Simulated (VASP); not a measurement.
Ge, 1 atom in the cell. It takes space group Fm-3m (No. 225, cubic). The conventional cell has a = 4.495 Å, b = 4.495 Å, c = 4.495 Å, α = 90.00°, β = 90.00°, γ = 90.00°. Ge (site symmetry m-3m) has 12 Ge at 3.18 Å within 4.2 Å.  This cell differs from its parent crystal: volume scaled by 1.04.

| Quantity | Value |
| --- | --- |
| Program | VASP 6.6.1 |
| Task | single point |
| Functional | BLYP |
| Potentials or basis | VASP PAW PBE potentials, release 64 (Ge_d) |
| Cutoff | 520 eV |
| k mesh | 14 × 14 × 14 |
| Occupations | fermi-dirac, width 0.1 eV |
| Spin | no spin polarisation |
| Dipole correction | no |
| Further INCAR settings | ALGO = Normal; EDIFF = 1e-06; NBANDS = 13 |

Potentials or basis: VASP PAW PBE potentials, release 64 (Ge_d).

Launch:

```bash
$ cat potpaw_PBE.64/Ge_d/POTCAR > POTCAR
$ mpirun -np 1 vasp_std > vasp.out
```

Hardware: 1 thread of Intel(R) Xeon(R) Platinum 8259CL CPU @ 2.50GHz (Skylake/Cascade Lake) (shared host).

**Question.** Estimate the wall time of this run.

**Answer.** Wall time 18 s on 1 thread of Intel(R) Xeon(R) Platinum 8259CL CPU @ 2.50GHz (Skylake/Cascade Lake), with other jobs on the host, peak memory 0.15 GiB. Counts: scf iterations 10, k points 104.
